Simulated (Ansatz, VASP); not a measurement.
**One calculation of W7C8, two programs**

```
W C
1.0
     0.00000    0.00000    5.69425
     2.92173   -5.06059    0.00000
     2.92173    5.06059    0.00000
W C
7 8
Direct
  0.50000 0.00000 0.00000
  0.00000 0.49473 0.98946
  0.50000 0.50049 0.00097
  0.00000 0.01054 0.50527
  0.50000 0.99903 0.49951
  0.00000 0.49473 0.50527
  0.50000 0.50049 0.49951
  0.23552 0.66667 0.33333
  0.76448 0.66667 0.33333
  0.26034 0.17425 0.34851
  0.73966 0.17425 0.34851
  0.26034 0.65149 0.82575
  0.73966 0.65149 0.82575
  0.26034 0.17425 0.82575
  0.73966 0.17425 0.82575
```

Change from the starting cell: W vacancy (site a), charge +0, atoms relaxed at the host's cell.

Alike in both runs: functional PBE; k mesh 5 × 5 × 5; occupations gaussian, width 0.1 eV; no spin polarisation.

Ansatz relaxed the structure, and its values are those at the end. VASP's run is a single point on that final structure, the one shown.

|  | VASP | Ansatz |
| --- | --- | --- |
| version | VASP 6.6.1 | Ansatz 0.2.0 |
| potentials or method | VASP PAW PBE potentials, release 64 (W_sv, C), cutoff 520 eV | scalar-relativistic, plane waves, PAW |
| valence electrons in the cell | 130 | 130 |

|  | VASP | Ansatz | Ansatz less VASP |
| --- | --- | --- | --- |
| gap on the k mesh at the Fermi level (eV) | none | none | - |
| rms of the force components (eV/Å) | 0.013 | 0.002 | -0.0113 |

A gap of «none» marks a metal or a gap that the smearing closes.

Neither program's run includes spin-orbit coupling.
